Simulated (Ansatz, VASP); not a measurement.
# Two plane-wave programs on TiS2

```xyz
3
Lattice="3.4255 0.0000 0.0000 -1.7127 2.9665 0.0000 0.0000 0.0000 29.5200" Properties=species:S:1:pos:R:3 pbc="T T T"
S     0.0000    1.9777    7.0284
S     1.7127    0.9888    9.8316
Ti    0.0000    0.0000    8.4300
```

Alike in both runs: functional r2SCAN; k mesh 12 × 12 × 1; occupations gaussian, width 0.08 eV; no spin polarisation.

Ansatz relaxed the structure, and its values are those at the end. VASP's run is a single point on that final structure, the one shown.

```csv
,VASP,Ansatz
version,VASP 6.6.1,Ansatz 0.2.0
potentials or method,"VASP PAW PBE potentials, release 64 (S, Ti_sv), cutoff 440 eV","scalar-relativistic, plane waves, PAW"
valence electrons in the cell,24,24
```

```tsv
	VASP	Ansatz	Ansatz less VASP
gap on the k mesh at the Fermi level (eV)	0.37	0.35	-0.020
least direct gap on the mesh (eV)	0.67	0.64	-0.029
rms of the force components (eV/Å)	0.005	0.000	-0.0054
```

VASP's potentials were made for PBE, not for r2SCAN. The functional is the same, so the differences come from potentials, cutoffs and numerics. Ansatz's warnings: slab cell height set, structure snapped to symmetry, xc potential rough in thin density.
